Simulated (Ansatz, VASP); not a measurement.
**BAs: VASP beside Ansatz**

INCAR

```
SYSTEM = BAs
PREC = Accurate
ENCUT = 520
EDIFF = 1E-6
ISMEAR = -1
SIGMA = 0.05
LREAL = .FALSE.
LASPH = .TRUE.
NELM = 60
ALGO = Normal
ISIF = 2
LWAVE = .FALSE.
LCHARG = .FALSE.
GGA = PE
NBANDS = 11
```

KPOINTS

```
regular mesh
0
G
  15 15 15
  0 0 0
```

File POSCAR:

```
BAs
1.0
    2.8156175929      0.0000000000      0.0000000000
    0.0000000000      2.8156175929      0.0000000000
    0.0000000000      0.0000000000      2.8156175929
B As
1 1
Direct
    0.0000000000      0.0000000000      0.0000000000
    0.5000000000      0.5000000000      0.5000000000
```

Input for Ansatz:

```yaml
crystal:
  lattice:
    - [2.8156175929, 0.0, 0.0]
    - [0.0, 2.8156175929, 0.0]
    - [0.0, 0.0, 2.8156175929]
  atoms:
    - { symbol: B, position: [0.0, 0.0, 0.0] }
    - { symbol: As, position: [0.5, 0.5, 0.5] }
kpoints:
  mp_grid: { grid: [15, 15, 15] }
scf:
  occupations: { method: fermi_dirac, width: 0.05 }
hamiltonian:
  xc: pbe
  pseudopotentials: { kind: all_electron, lapw: { basis_error: 0.001 } }
output:
  forces: true
  stress: true
  eigenvalues: true
  populations: true
```

Change from the starting cell: volume scaled by 0.88, LAPW.

Alike in both runs: task single point; functional PBE; k mesh 15 × 15 × 15; occupations fermi-dirac, width 0.05 eV; no spin polarisation.

```csv
,VASP,Ansatz
version,VASP 6.6.1,Ansatz 0.2.0
potentials or method,"VASP PAW PBE potentials, release 64 (B, As), cutoff 520 eV","all-electron LAPW, scalar-relativistic"
```

```csv
,VASP,Ansatz,Ansatz less VASP
pressure (GPa),17.8,17.3,-0.41
```

Ansatz ran all-electron here, and VASP with PAW potentials.
